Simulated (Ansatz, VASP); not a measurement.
# Two plane-wave programs on Be2Co

```
Be Co
1.0
     0.00000    1.91949    5.33254
     1.33849    0.00000    5.33254
     1.33849    1.91949    0.00000
Be Co
2 1
Direct
  0.33606 0.33606 0.66394
  0.66394 0.66394 0.33606
  0.00000 0.00000 0.00000
```

Alike in both runs: task single point; functional PBEsol; k mesh 6 × 6 × 6; occupations gaussian, width 0.1 eV; collinear spin.

```csv
,VASP,Ansatz
version,VASP 6.6.1,Ansatz 0.2.0
potentials or method,"VASP PAW PBE potentials, release 64 (Be, Co_sv)","scalar-relativistic, plane waves, PAW"
plane-wave cutoff (eV),690,420
valence electrons in the cell,21,21
```

```tsv
	VASP	Ansatz	Ansatz less VASP
gap on the k mesh at the Fermi level (eV)	none	none	-
pressure (GPa)	-5.0	-4.9	+0.12
traceless stress, the component that is largest in VASP (GPa)	-2.83	-2.68	+0.145
rms of the force components (eV/Å)	0.015	0.016	+0.0009
net moment per atom (μB)	0.35	0.35	0.000
```

VASP's potentials were made for PBE, not for PBEsol. Atom by atom the forces differ by 0.001 eV/Å (rms over components). A gap of «none» marks a metal or a gap that the smearing closes.

The k mesh is coarse, so the values compare programs but aren't converged.
